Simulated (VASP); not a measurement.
Here is a VASP 6.6.1 calculation.

File INCAR:

```
ALGO = Normal ; EDIFF = 1E-8
ENCUT = 520 ; ISIF = 2
ISMEAR = -1 ; LASPH = True
LCHARG = False ; LEFG = True
LREAL = False ; LWAVE = False
NBANDS = 11 ; NELM = 80
PREC = Accurate ; SIGMA = 0.05
```

File KPOINTS:

```
k-points
0
Gamma
  15 15 12
```

The input POSCAR:

```
MgB2
1.0
    3.0850007055      0.0000000000      0.0000000000
   -1.5425003528      2.6716889817      0.0000000000
    0.0000000000      0.0000000000      3.5582300000
Mg B
1 2
Direct
    0.0000000000      0.0000000000      0.0000000000
    0.3333333333      0.6666666667      0.5000000000
    0.6666666667      0.3333333333      0.5000000000
```

Potentials or basis: VASP PAW LDA potentials, release 64 (Mg, B).

The run is started by

```sh
$ cat potpaw_LDA.64/Mg/POTCAR potpaw_LDA.64/B/POTCAR > POTCAR
$ mpirun -np 1 vasp_std > vasp.out
```

(1) What does it give for the pressure?

(2) What does it give for the band gap on the k mesh?

## Answers

(1) -9.1 GPa.

(2) zero (band 4 reaches 6.88 eV, above the bottom of band 5 at 3.18 eV).

Caveat: the cell differs from its parent crystal (zz strain of +1 %); without QUAD_EFG the Cq values of the log hold for a quadrupole moment of 1 mb, not for the nuclei.
